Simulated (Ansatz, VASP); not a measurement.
**NaCl: VASP beside Ansatz**

File POSCAR:

```
NaCl
1.0
   -0.0322272166      2.7984985970      2.7984985970
    2.7984985970     -0.0322272166      2.7984985970
    2.7984985970      2.7984985970     -0.0322272166
Na Cl
1 1
Direct
    0.0000000000      0.0000000000      0.0000000000
    0.5000000000      0.5000000000      0.5000000000
```

The input INCAR.step1:

```
SYSTEM = NaCl
  ALGO = Normal
  EDIFF = 1E-4
  ENCUT = 520
  GGA = PE
  ISMEAR = 0
  LASPH = .True.
  LCHARG = .False.
  LREAL = .False.
  LWAVE = .True.
  NBANDS = 14
  NELM = 100
  PREC = Accurate
  SIGMA = 0.01
```

File INCAR.step2:

```
SYSTEM = NaCl
  ALGO = Normal
  EDIFF = 1E-6
  ENCUT = 520
  ISIF = 2
  ISMEAR = 0
  ISTART = 1
  LASPH = .True.
  LCHARG = .True.
  LELF = .True.
  LMIXTAU = .True.
  LREAL = .False.
  LVHAR = .True.
  LWAVE = .False.
  METAGGA = R2SCAN
  NBANDS = 14
  NELM = 100
  PREC = Accurate
  SIGMA = 0.01
```

Contents of KPOINTS:

```
k-points
0
Gamma
  8 8 8
  0 0 0
```

Input for Ansatz:

```yaml
crystal:
  lattice:
    - [-0.0322272166, 2.798498597, 2.798498597]
    - [2.798498597, -0.0322272166, 2.798498597]
    - [2.798498597, 2.798498597, -0.0322272166]
  atoms:
    - { symbol: Na, position: [0.0, 0.0, 0.0] }
    - { symbol: Cl, position: [0.5, 0.5, 0.5] }
kpoints:
  mp_grid: { grid: [8, 8, 8] }
  band_path:
    path:
      - [0.0, 0.0, 0.0]
      - [0.5, 0.0, 0.5]
      - [0.625, 0.25, 0.625]
      - [0.375, 0.375, 0.75]
      - [0.5, 0.5, 0.5]
      - [0.5, 0.25, 0.75]
    npoints: 1
hamiltonian:
  xc: r2scan
scf:
  occupations: { method: fixed }
  n_extra_bands: 4
output:
  forces: true
  stress: true
  eigenvalues: true
```

Change from the starting cell: epitaxial_111 strain +1.0%.

Alike in both runs: task single point; functional r2SCAN; k mesh 8 × 8 × 8; no spin polarisation.

```csv
,VASP,Ansatz
version,VASP 6.6.1,Ansatz 0.2.0
potentials or method,"VASP PAW PBE potentials, release 64 (Na_pv, Cl)","plane waves, PAW"
plane-wave cutoff (eV),520,500
occupations,"gaussian, width 0.01 eV",fixed
valence electrons in the cell,14,16
```

VASP gave:

| Quantity | Value |
| --- | --- |
| gap on the k mesh at the Fermi level (eV) | 5.90 |
| pressure (GPa) | -0.5 |
| traceless stress, the component that is largest in VASP (GPa) | 0.18 |

Q: Which values does Ansatz return?

A: gap on the k mesh at the Fermi level (eV): 5.88; pressure (GPa): -0.3; traceless stress, the component that is largest in VASP (GPa): 0.15.

VASP's potentials were made for PBE, not for r2SCAN. VASP's potentials hold 14 valence electrons a cell and Ansatz's 16, so a difference there can come from the potentials and not from the codes.
